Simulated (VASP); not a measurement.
Wanted: the native input for a VASP 6.6.1 run.

| Property | Result |
| --- | --- |
| Task | single point |
| Functional | PBE |
| Potentials or basis | VASP PAW PBE potentials, release 64 (Ta_pv, Al) |
| Cutoff | 520 eV |
| k mesh | 3 × 3 × 4 |
| Occupations | gaussian, width 0.2 eV |
| Spin | no spin polarisation |
| Dipole correction | no |
| Further INCAR settings | ALGO = Normal; EDIFF = 1e-07; NBANDS = 28 |

The structure of Ta2Al5 lies in POSCAR:

```
Ta2Al5
1.0
    3.5802817785     -5.8188251730      0.0000000000
    3.5802817785      5.8188251730      0.0000000000
    0.0000000000      0.0000000000      2.9433499322
Ta Al
2 5
Direct
    0.7063562619      0.2936437381      0.5000000000
    0.2936437381      0.7063562619      0.5000000000
    0.3089042882      0.0618448652      0.0000000000
    0.6910957118      0.9381551348      0.0000000000
    0.9381551348      0.6910957118      0.0000000000
    0.0618448652      0.3089042882      0.0000000000
    0.5000000000      0.5000000000      0.0000000000
```

The input as run:

INCAR

```
  PREC = Accurate
  ENCUT = 520
  EDIFF = 1E-7
  ISMEAR = 0
  SIGMA = 0.2
  LREAL = F
  LASPH = T
  NELM = 100
  ALGO = Normal
  ISIF = 2
  LWAVE = F
  LCHARG = F
  GGA = PE
  NBANDS = 28
```

KPOINTS

```
regular mesh
0
Gamma
  3 3 4
```

Potentials or basis: VASP PAW PBE potentials, release 64 (Ta_pv, Al).

Run with:

```sh
$ cat potpaw_PBE.64/Ta_pv/POTCAR potpaw_PBE.64/Al/POTCAR > POTCAR
$ mpirun -np 1 vasp_std > vasp.out
```

It gave:

| Item | Value |
| --- | --- |
| Pressure | -0.2 GPa |
| Largest force | 0.068 eV/Å |

Caveat: the k points lie up to 0.53 Å⁻¹ apart.

Wall time 28 s on 1 thread of Intel(R) Xeon(R) 6975P-C (Granite Rapids), with other jobs on the host, peak memory 0.25 GiB.
